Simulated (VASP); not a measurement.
# Cd4SeS3 (P-43m) in VASP: further runs, part 2 of 2

VASP 6.6.1.

**3. Single point, PBE (volume scaled by 0.91, then relaxed in part)**

File INCAR:

```
  PREC = Accurate
  ENCUT = 520
  EDIFF = 1E-6
  ISMEAR = 0
  SIGMA = 0.02
  LREAL = F
  LASPH = T
  NELM = 60
  ALGO = Normal
  ISIF = 2
  LWAVE = F
  LCHARG = T
  GGA = PE
  LELF = T
  LVHAR = T
  NBANDS = 46
```

File KPOINTS:

```
Automatic mesh
0
Gamma
  6 6 6
```

File POSCAR:

```
Cd4SeS3
1.0
    5.8065353286      0.0000000000      0.0000000000
    0.0000000000      5.8065353286      0.0000000000
    0.0000000000      0.0000000000      5.8065353286
Cd Se S
4 1 3
Direct
    0.2437919497      0.7562080503      0.2437919497
    0.2437919497      0.2437919497      0.7562080503
    0.7562080503      0.7562080503      0.7562080503
    0.7562080503      0.2437919497      0.2437919497
    0.5000000000      0.5000000000      0.5000000000
    0.5000000000      0.0000000000      0.0000000000
    0.0000000000      0.0000000000      0.5000000000
    0.0000000000      0.5000000000      0.0000000000
```

Potentials or basis: VASP PAW PBE potentials, release 64 (Cd, Se, S).

Launch:

```
$ cat potpaw_PBE.64/Cd/POTCAR potpaw_PBE.64/Se/POTCAR potpaw_PBE.64/S/POTCAR > POTCAR
$ mpirun -np 1 vasp_std > vasp.out
```

OUTCAR:

```text
PREC = Accurate
   ENCUT = 520
   EDIFF = 1E-6
   ISMEAR = 0
   LREAL = F
   LASPH = T
   NELM = 60
   ISIF = 2
   GGA = PE

 ion  position               nearest neighbor table
   1  0.244  0.756  0.244-   7 2.49   6 2.49   8 2.49   5 2.58
   2  0.244  0.244  0.756-   7 2.49   6 2.49   8 2.49   5 2.58
   3  0.756  0.756  0.756-   7 2.49   6 2.49   8 2.49   5 2.58
   4  0.756  0.244  0.244-   7 2.49   6 2.49   8 2.49   5 2.58
   5  0.500  0.500  0.500-   1 2.58   2 2.58   3 2.58   4 2.58
   6  0.500  0.000  0.000-   1 2.49   2 2.49   3 2.49   4 2.49
   7  0.000  0.000  0.500-   1 2.49   2 2.49   3 2.49   4 2.49
   8  0.000  0.500  0.000-   1 2.49   2 2.49   3 2.49   4 2.49

  LATTYP: Found a simple cubic cell.
 ALAT       =     5.8065353286

  Lattice vectors:

 A1 = (   5.8065353286,   0.0000000000,   0.0000000000)
 A2 = (   0.0000000000,   5.8065353286,   0.0000000000)
 A3 = (   0.0000000000,   0.0000000000,   5.8065353286)

Analysis of symmetry for initial positions (statically):
=====================================================================
 Subroutine PRICEL returns:
 Original cell was already a primitive cell.

 Routine SETGRP: Setting up the symmetry group for a
 simple cubic supercell.

 Subroutine GETGRP returns: Found 24 space group operations
 (whereof 24 operations were pure point group operations)
 out of a pool of 48 trial point group operations.

The static configuration has the point symmetry T_d .

Analysis of symmetry for dynamics (positions and initial velocities):
=====================================================================
 Subroutine PRICEL returns:
 Original cell was already a primitive cell.

 Routine SETGRP: Setting up the symmetry group for a
 simple cubic supercell.

 Subroutine GETGRP returns: Found 24 space group operations
 (whereof 24 operations were pure point group operations)
 out of a pool of 48 trial point group operations.

The dynamic configuration has the point symmetry T_d .

 Subroutine INISYM returns: Found 24 space group operations
 (whereof 24 operations are pure point group operations),
 and found     1 'primitive' translations

----------------------------------------------------------------------------------------

                                     Primitive cell

  volume of cell :     195.7723

  direct lattice vectors                    reciprocal lattice vectors
     5.806535329  0.000000000  0.000000000     0.172219739  0.000000000  0.000000000
     0.000000000  5.806535329  0.000000000     0.000000000  0.172219739  0.000000000
     0.000000000  0.000000000  5.806535329     0.000000000  0.000000000  0.172219739

  length of vectors
     5.806535329  5.806535329  5.806535329     0.172219739  0.172219739  0.172219739

  position of ions in fractional coordinates (direct lattice)
     0.243791950  0.756208050  0.243791950
     0.243791950  0.243791950  0.756208050
     0.756208050  0.756208050  0.756208050
     0.756208050  0.243791950  0.243791950
     0.500000000  0.500000000  0.500000000
     0.500000000  0.000000000  0.000000000
     0.000000000  0.000000000  0.500000000
     0.000000000  0.500000000  0.000000000

  ion indices of the primitive-cell ions
[... 41 lines left out ...]
  0.500000  0.000000  0.000000      3.000000
  0.166667  0.166667  0.000000     12.000000
  0.333333  0.166667  0.000000     24.000000
[... 12 lines left out ...]
  0.500000  0.500000  0.333333      6.000000
  0.500000  0.500000  0.500000      1.000000
   k-points           NKPTS =     20   k-points in BZ     NKDIM =     20   number of bands    NBANDS=     46
   number of dos      NEDOS =    301   number of ions     NIONS =      8
   total plane-waves  NPLWV = 110592
   dimension x,y,z NGX =    48 NGY =   48 NGZ =   48
   dimension x,y,z NGXF=    96 NGYF=   96 NGZF=   96
   ions per type =               4   1   3
   NGX,Y,Z   is equivalent  to a cutoff of  13.74, 13.74, 13.74 a.u.
   NGXF,Y,Z  is equivalent  to a cutoff of  27.49, 27.49, 27.49 a.u.
 SYSTEM =  unknown system
   PREC   = accura    normal or accurate (medium, high low for compatibility)
   ISTART =      0    job   : 0-new  1-cont  2-samecut
   ICHARG =      2    charge: 1-file 2-atom 10-const
   ISPIN  =      1    spin polarized calculation?
   LNONCOLLINEAR =      F non collinear calculations
   LSORBIT =      F    spin-orbit coupling
   LASPH  =      T    aspherical Exc in radial PAW
   ENCUT  =  520.0 eV  38.22 Ry    6.18 a.u.  10.80 10.80 10.80*2*pi/ulx,y,z
   NELM   =     60;   NELMIN=  2; NELMDL= -5     # of ELM steps
   EDIFF  = 0.1E-05   stopping-criterion for ELM
   LREAL  =      F    real-space projection
   EDIFFG = 0.1E-04   stopping-criterion for IOM
   NSW    =      0    number of steps for IOM
   IBRION =     -1    ionic relax: 0-MD 1-quasi-New 2-CG
   NFREE  =      0    steps in history (QN), initial steepest desc. (CG)
   ISIF   =      2    stress and relaxation
   ISYM   =      2    0-nonsym 1-usesym 2-fastsym
   POTIM  = 0.5000    time-step for ionic-motion
   TEBEG  =    0.0;   TEEND  =   0.0 temperature during run
   PSTRESS=    0.0 pullay stress
   NELECT =      72.0000    total number of electrons
   NUPDOWN=      -1.0000    fix difference up-down
   EMIN   =  10.00;   EMAX   =-10.00  energy-range for DOS
   EFERMI =   0.00;   METHOD = LEGACY
   ISMEAR =     0;   SIGMA  =   0.02  broadening in eV -4-tet -1-fermi 0-gaus
   EFERMI_NEDOS =   21; number of points for ismear=-14 and -15
   IALGO  =     38    algorithm
   IMIX   =      4    mixing-type and parameters
     AMIX     =   0.40;   BMIX     =  1.00
     AMIX_MAG =   1.60;   BMIX_MAG =  1.00
  volume/ion in A,a.u.               =      24.47       165.14
  Fermi-wavevector in a.u.,A,eV,Ry     =   1.172921  2.216498 18.718114  1.375743
  Thomas-Fermi vector in A             =   2.309342
   LORBIT       =      0    0 simple, 1 ext, 2 COOP (PROOUT), +10 PAW based schemes
   GGA     = PE    functional components
   LHFCALC =     F    Hartree Fock is set to
   AEXX    =    0.0000 exact exchange contribution
   IVDW    =     0    specifies the selected vdW correction
   LEPSILON=     F    determine dielectric tensor
   LRPA    =     F    only Hartree local field effects (RPA)
 non-spin polarized calculation
 Gauss-broadening in eV      SIGMA  =   0.02
  energy-cutoff  :      520.00
  volume of cell :      195.77
 maximum number of plane-waves:      5315
 NGX is ok and might be reduce to    48
   NGX = 21   NGY = 21   NGZ = 21

 number of electron      72.0000029 magnetization

 Free energy of the ion-electron system (eV)
  ---------------------------------------------------
  ext. energy  EPLUGINS =         0.00000000
  ---------------------------------------------------
  free energy    TOTEN  =       -23.52317234 eV

  energy without entropy =      -23.52317234  energy(sigma->0) =      -23.52317234

 E-fermi :   1.7313     XC(G=0):  -9.2984

 val. band max:        1.6252745053   @ k =   0.0000   0.0000   0.0000
 cond. band min:       2.6996545208   @ k =   0.0000   0.0000   0.0000
 fundamental gap:      1.0743800154
 Fermi energy:         1.7313324454

 k-point     1 :       0.0000    0.0000    0.0000
  band No.  band energies     occupation
      1     -11.1000      2.00000
      2     -10.5036      2.00000
      3     -10.5036      2.00000
      4     -10.4979      2.00000
      5      -6.3499      2.00000
      6      -6.3499      2.00000
[... 969 lines left out ...]
     45       8.4254      0.00000
     46       8.4255      0.00000

------------------------ aborting loop because EDIFF is reached ----------------------------------------

  FORCE on cell =-STRESS in cart. coord.  units (eV):
  Direction    XX          YY          ZZ          XY          YZ          ZX
  --------------------------------------------------------------------------------------
  -------------------------------------------------------------------------------------
  Total        7.8991222      7.8991222      7.8991222     -0.0000000     -0.0000000     -0.0000000
  in kB       64.6454850     64.6454850     64.6454850     -0.0000000     -0.0000000     -0.0000000
  external PRESSURE =      64.6454850 kB  Pullay stress =       0.0000000 kB

 VOLUME and BASIS-vectors are now :
 -----------------------------------------------------------------------------
  energy-cutoff  :      520.00
  volume of cell :      195.77
      direct lattice vectors                 reciprocal lattice vectors
     5.806535329  0.000000000  0.000000000     0.172219739  0.000000000  0.000000000
     0.000000000  5.806535329  0.000000000     0.000000000  0.172219739  0.000000000
     0.000000000  0.000000000  5.806535329     0.000000000  0.000000000  0.172219739

 POSITION                                       TOTAL-FORCE (eV/Angst)
 -----------------------------------------------------------------------------------
      1.41559      4.39095      1.41559        -0.006476      0.006476     -0.006476
      1.41559      1.41559      4.39095        -0.006476     -0.006476      0.006476
      4.39095      4.39095      4.39095         0.006476      0.006476      0.006476
      4.39095      1.41559      1.41559         0.006476     -0.006476     -0.006476
      2.90327      2.90327      2.90327        -0.000000      0.000000     -0.000000
      2.90327      0.00000      0.00000        -0.000000     -0.000000     -0.000000
      0.00000      0.00000      2.90327        -0.000000      0.000000     -0.000000
      0.00000      2.90327      0.00000         0.000000     -0.000000     -0.000000
 -----------------------------------------------------------------------------------
    total drift:                               -0.000000     -0.000000     -0.000000

  FREE ENERGIE OF THE ION-ELECTRON SYSTEM (eV)
  ---------------------------------------------------
  free  energy   TOTEN  =       -23.5231723378 eV

  energy  without entropy=      -23.5231723378  energy(sigma->0) =      -23.52317234
```

Run time: 3.1 min. Hardware: 1 thread of Intel Xeon Platinum 8259CL at 2.50GHz (Skylake/Cascade Lake), shared host; peak memory 0.41 GiB.

What came out:

```
Free energy            : -23.5232 eV
Pressure               : 6.5 GPa
Largest force          : 0.011 eV/Å
Band gap on the k mesh : 1.07 eV, direct
```

Forces in eV/Å, atoms in the order of the input:
```
Cd  -0.006  0.006 -0.006
Cd  -0.006 -0.006  0.006
Cd   0.006  0.006  0.006
Cd   0.006 -0.006 -0.006
Se   0.000  0.000  0.000
S    0.000  0.000  0.000
S    0.000  0.000  0.000
S    0.000  0.000  0.000
```

Levels at points of the mesh, in eV from the valence-band top:
| k point | band 33 | band 34 | band 35 | band 36 | band 37 | band 38 | band 39 | band 40 |
| --- | --- | --- | --- | --- | --- | --- | --- | --- |
| (0.00, 0.00, 0.00) | -1.97 | 0.00 | 0.00 | 0.00 | 1.07 | 3.14 | 3.45 | 3.45 |
| (0.50, 0.00, 0.00) | -1.27 | -1.27 | -0.98 | -0.98 | 3.51 | 3.62 | 4.58 | 4.70 |
| (0.50, 0.50, 0.00) | -1.05 | -0.94 | -0.71 | -0.71 | 4.23 | 4.23 | 4.28 | 4.35 |
| (0.50, 0.50, 0.50) | -0.94 | -0.61 | -0.61 | -0.61 | 2.85 | 2.85 | 2.85 | 3.07 |

**4. Single point, PBE (volume scaled by 0.94, then relaxed in part)**

File INCAR:

```
ALGO = Normal
EDIFF = 1E-6
ENCUT = 520
GGA = PE
ISIF = 2
ISMEAR = 0
LASPH = T
LCHARG = F
LREAL = F
LWAVE = F
NBANDS = 46
NELM = 80
PREC = Accurate
SIGMA = 0.02
```

File KPOINTS:

```
k-points
0
Gamma
  6 6 6
```

Edit POSCAR of step 3 so:

```diff
@@ -2,5 +2,5 @@
 1.0
-    5.8065353286      0.0000000000      0.0000000000
-    0.0000000000      5.8065353286      0.0000000000
-    0.0000000000      0.0000000000      5.8065353286
+    5.8696547881      0.0000000000      0.0000000000
+    0.0000000000      5.8696547881      0.0000000000
+    0.0000000000      0.0000000000      5.8696547881
 Cd Se S
```

Potentials or basis: VASP PAW PBE potentials, release 64 (Cd, Se, S).

Launch:

```
$ cat potpaw_PBE.64/Cd/POTCAR potpaw_PBE.64/Se/POTCAR potpaw_PBE.64/S/POTCAR > POTCAR
$ mpirun -np 1 vasp_std > vasp.out
```

OUTCAR:

```text
EDIFF = 1E-6
   ENCUT = 520
   GGA = PE
   ISIF = 2
   ISMEAR = 0
   LASPH = T
   LREAL = F
   NELM = 80
   PREC = Accurate

 ion  position               nearest neighbor table
   1  0.244  0.756  0.244-   6 2.52   7 2.52   8 2.52   5 2.60
   2  0.244  0.244  0.756-   6 2.52   7 2.52   8 2.52   5 2.60
   3  0.756  0.756  0.756-   6 2.52   7 2.52   8 2.52   5 2.60
   4  0.756  0.244  0.244-   6 2.52   7 2.52   8 2.52   5 2.60
   5  0.500  0.500  0.500-   1 2.60   2 2.60   3 2.60   4 2.60
   6  0.500  0.000  0.000-   1 2.52   2 2.52   3 2.52   4 2.52
   7  0.000  0.000  0.500-   1 2.52   2 2.52   3 2.52   4 2.52
   8  0.000  0.500  0.000-   1 2.52   2 2.52   3 2.52   4 2.52

  LATTYP: Found a simple cubic cell.
 ALAT       =     5.8696547881

  Lattice vectors:

 A1 = (   5.8696547881,   0.0000000000,   0.0000000000)
 A2 = (   0.0000000000,   5.8696547881,   0.0000000000)
 A3 = (   0.0000000000,   0.0000000000,   5.8696547881)

Analysis of symmetry for initial positions (statically):
[... 186 lines left out ...]
 Fermi energy:         1.4302156480

 k-point     1 :       0.0000    0.0000    0.0000
  band No.  band energies     occupation
      1     -11.1787      2.00000
      2     -10.6251      2.00000
      3     -10.6194      2.00000
      4     -10.6194      2.00000
      5      -6.5060      2.00000
      6      -6.5060      2.00000
[... 969 lines left out ...]
     45       8.1407      0.00000
     46       8.1408      0.00000

------------------------ aborting loop because EDIFF is reached ----------------------------------------

  FORCE on cell =-STRESS in cart. coord.  units (eV):
  Direction    XX          YY          ZZ          XY          YZ          ZX
  --------------------------------------------------------------------------------------
  -------------------------------------------------------------------------------------
  Total        5.1251160      5.1251160      5.1251160      0.0000000     -0.0000000     -0.0000000
  in kB       40.6047273     40.6047273     40.6047273      0.0000000     -0.0000000     -0.0000000
  external PRESSURE =      40.6047273 kB  Pullay stress =       0.0000000 kB

 VOLUME and BASIS-vectors are now :
 -----------------------------------------------------------------------------
  energy-cutoff  :      520.00
  volume of cell :      202.23
      direct lattice vectors                 reciprocal lattice vectors
     5.869654788  0.000000000  0.000000000     0.170367771  0.000000000  0.000000000
     0.000000000  5.869654788  0.000000000     0.000000000  0.170367771  0.000000000
     0.000000000  0.000000000  5.869654788     0.000000000  0.000000000  0.170367771

 POSITION                                       TOTAL-FORCE (eV/Angst)
 -----------------------------------------------------------------------------------
      1.43097      4.43868      1.43097         0.000962     -0.000962      0.000962
      1.43097      1.43097      4.43868         0.000962      0.000962     -0.000962
      4.43868      4.43868      4.43868        -0.000962     -0.000962     -0.000962
      4.43868      1.43097      1.43097        -0.000962      0.000962      0.000962
      2.93483      2.93483      2.93483        -0.000000      0.000000      0.000000
      2.93483      0.00000      0.00000        -0.000000      0.000000     -0.000000
      0.00000      0.00000      2.93483        -0.000000      0.000000      0.000000
      0.00000      2.93483      0.00000        -0.000000      0.000000     -0.000000
 -----------------------------------------------------------------------------------
    total drift:                               -0.000000     -0.000000     -0.000000

  FREE ENERGIE OF THE ION-ELECTRON SYSTEM (eV)
  ---------------------------------------------------
  free  energy   TOTEN  =       -23.7344509933 eV

  energy  without entropy=      -23.7344509933  energy(sigma->0) =      -23.73445099
```

OSZICAR:

```text
N       E                     dE             d eps       ncg     rms          rms(c)
DAV:   1     0.523879635238E+03    0.52388E+03   -0.34954E+04  1840   0.144E+03
DAV:   2     0.856096980854E+01   -0.51532E+03   -0.50079E+03  2028   0.359E+02
DAV:   3    -0.252720724344E+02   -0.33833E+02   -0.33632E+02  2188   0.894E+01
DAV:   4    -0.257398695706E+02   -0.46780E+00   -0.46724E+00  2070   0.100E+01
DAV:   5    -0.257473052530E+02   -0.74357E-02   -0.74348E-02  2156   0.125E+00    0.158E+01
DAV:   6    -0.237821493894E+02    0.19652E+01   -0.42280E+00  2264   0.153E+01    0.123E+01
DAV:   7    -0.237467323869E+02    0.35417E-01   -0.16843E+00  2014   0.514E+00    0.551E+00
DAV:   8    -0.237382919191E+02    0.84405E-02   -0.24751E-01  2090   0.371E+00    0.820E-01
DAV:   9    -0.237339419096E+02    0.43500E-02   -0.49576E-02  2198   0.199E+00    0.232E-01
DAV:  10    -0.237341142453E+02   -0.17234E-03   -0.33962E-03  2040   0.441E-01    0.156E-01
DAV:  11    -0.237342858381E+02   -0.17159E-03   -0.35420E-04  2104   0.846E-02    0.818E-02
DAV:  12    -0.237344458922E+02   -0.16005E-03   -0.18884E-04  1942   0.636E-02    0.163E-02
DAV:  13    -0.237344507834E+02   -0.48912E-05   -0.26934E-05  2148   0.228E-02    0.132E-02
DAV:  14    -0.237344509933E+02   -0.20990E-06   -0.53374E-06  1720   0.994E-03
   1 F= -.23734451E+02 E0= -.23734451E+02  d E =-.340876E-12
```

It took 2.9 min on 1 thread of Intel Xeon Platinum 8259CL at 2.50GHz (Skylake/Cascade Lake), shared host; peak memory 0.43 GiB.

What came out:

```yaml
Free_energy: -23.7345 eV
Pressure: 4.1 GPa
Band_gap_on_the_k_mesh: 1.01 eV, direct
```

**5. Overview**

| cell | gap on the mesh (eV) | pressure (GPa) | largest force (eV/Å) |
| --- | --- | --- | --- |
| a = 5.742 Å, 8 atoms | 1.14 | 9.3 | 0.01 |
| a = 5.807 Å, 8 atoms | 1.07 | 6.5 | 0.01 |
| a = 5.870 Å, 8 atoms | 1.01 | 4.1 | - |

Alike in all rows: task single point; level PBE; potentials or basis VASP PAW PBE potentials, release 64 (Cd, Se, S); no spin polarisation; k mesh 6 × 6 × 6; cutoff (eV) 520; smearing gaussian 0.02 eV.

Total energies depend on the potentials used, so only differences within one code and one set of settings carry meaning.
